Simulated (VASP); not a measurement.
H, 16 atoms in the cell. The cell holds an amorphous packing of atoms, 16 atoms: a = 6.214 Å, b = 6.214 Å, c = 6.214 Å, α = 90.00°, β = 90.00°, γ = 90.00°. 

| Property | Result |
| --- | --- |
| Program | VASP 6.6.1 |
| Task | single point |
| Functional | PBE |
| Dispersion | D3(BJ) |
| Potentials or basis | VASP PAW PBE potentials, release 64 (H) |
| Cutoff | 400 eV |
| k mesh | 1 × 1 × 1 |
| Occupations | fermi-dirac, width 0.05 eV |
| Spin | no spin polarisation |
| Dipole correction | no |
| Further INCAR settings | ALGO = Normal; EDIFF = 1e-06; NBANDS = 22 |

Potentials or basis: VASP PAW PBE potentials, release 64 (H).

Run with:

```console
$ cat potpaw_PBE.64/H/POTCAR > POTCAR
$ mpirun -np 1 vasp_gam > vasp.out
```

Hardware: 1 thread of AMD EPYC 9R45 (Zen 5) (shared host).

Task: How long does it take, and how much memory?

Result: Wall time 15 s on 1 thread of AMD EPYC 9R45 (Zen 5), on a shared host, peak memory 0.2 GiB. Counts: scf iterations 14, k points 1.
